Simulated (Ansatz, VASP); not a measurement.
## C in VASP and in Ansatz

```
C
1.0
     1.68439    0.00000    0.00000
     0.00000    1.68439    0.00000
     0.00000    0.00000    2.04936
C
1
Cartesian
  0.8422 0.8422 0.0000
```

Alike in both runs: functional PBE; k mesh 32 × 32 × 28; occupations gaussian, width 0.1 eV; no spin polarisation.

Ansatz relaxed the structure, and its values are those at the end. VASP's run is a single point on that final structure, the one shown.

```csv
,VASP,Ansatz
version,VASP 6.6.1,Ansatz 0.2.0
potentials or method,"VASP PAW PBE potentials, release 64 (C), cutoff 520 eV","scalar-relativistic, plane waves, PAW"
valence electrons in the cell,4,4
```

Ansatz gave:

| Property | Result |
| --- | --- |
| gap on the k mesh at the Fermi level (eV) | none |
| pressure (GPa) | 0.0 |

Task: What did VASP give for the same quantities?

Result: gap on the k mesh at the Fermi level (eV): none; pressure (GPa): 0.2.

A gap of «none» marks a metal or a gap that the smearing closes.
